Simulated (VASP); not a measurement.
Wanted: the native input for a VASP 6.6.1 run.

```yaml
Task: single point
Functional: PBE
Potentials_or_basis: VASP PAW PBE potentials, release 64 (Na_pv, C)
Cutoff: 520 eV
k_mesh: 4 × 4 × 6
Occupations: gaussian, width 0.1 eV
Spin: no spin polarisation
Dipole_correction: no
Further_INCAR_settings: ALGO = Normal; EDIFF = 1e-07; NBANDS = 29
```

The structure of NaC3 lies in POSCAR:

```
NaC3
1.0
    2.6022776450     -5.1722382853      0.0000000000
    2.6022776450      5.1722382853      0.0000000000
    0.0000000000      0.0000000000      3.6706017902
Na C
2 6
Direct
    0.6502957164      0.3497042836      0.2500000000
    0.3497042836      0.6502957164      0.7500000000
    0.0362650165      0.9637349835      0.2500000000
    0.9637349835      0.0362650165      0.7500000000
    0.0390039520      0.2345754507      0.2500000000
    0.9609960480      0.7654245493      0.7500000000
    0.2345754507      0.0390039520      0.7500000000
    0.7654245493      0.9609960480      0.2500000000
```

The input as run:

INCAR

```
  ALGO = Normal
  EDIFF = 1E-7
  ENCUT = 520
  GGA = PE
  ISIF = 2
  ISMEAR = 0
  LASPH = T
  LCHARG = F
  LREAL = F
  LWAVE = F
  NBANDS = 29
  NELM = 60
  PREC = Accurate
  SIGMA = 0.1
```

KPOINTS

```
k-points
0
Gamma
  4 4 6
```

Potentials or basis: VASP PAW PBE potentials, release 64 (Na_pv, C).

Launch:

```bash
$ cat potpaw_PBE.64/Na_pv/POTCAR potpaw_PBE.64/C/POTCAR > POTCAR
$ mpirun -np 1 vasp_std > vasp.out
```

Results of the run:

- Pressure: 0.3 GPa
- Largest force: 0.118 eV/Å
- Band gap on the k mesh: zero (band 19 reaches 3.42 eV, above the bottom of band 20 at 1.34 eV)

Wall time 76 s on 1 thread of Intel(R) Xeon(R) Platinum 8259CL CPU @ 2.50GHz (Skylake/Cascade Lake), on a shared host, peak memory 0.25 GiB.
